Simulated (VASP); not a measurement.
Input of a VASP 6.6.1 run:

INCAR

```
SYSTEM = PbO
PREC = Accurate ; ENCUT = 520
EDIFF = 1E-6 ; ISMEAR = 0
SIGMA = 0.01 ; LREAL = .FALSE.
LASPH = .TRUE. ; NELM = 80
ALGO = Normal ; ISIF = 2
LWAVE = .FALSE. ; LCHARG = .FALSE.
GGA = PE ; NBANDS = 17
```

The input KPOINTS:

```
Automatic mesh
0
G
  6 6 6
  0 0 0
```

POSCAR

```
PbO
1.0
    0.0000000000      2.7987768021      2.7987768021
    2.7987768021      0.0000000000      2.7987768021
    2.7987768021      2.7987768021      0.0000000000
Pb O
1 1
Direct
    0.0000000000      0.0000000000      0.0000000000
    0.2500000000      0.2500000000      0.2500000000
```

Potentials or basis: VASP PAW PBE potentials, release 64 (Pb_d, O).

Command:

```console
$ cat potpaw_PBE.64/Pb_d/POTCAR potpaw_PBE.64/O/POTCAR > POTCAR
$ mpirun -np 1 vasp_std > vasp.out
```

(1) Estimate the band gap on the k mesh.

(2) Predict the pressure.

Results:

(1) 0.47 eV, indirect (least direct gap 0.61 eV).

(2) 2.4 GPa.

Caveat: spin-orbit coupling is left out, which moves the levels of the heavy elements.
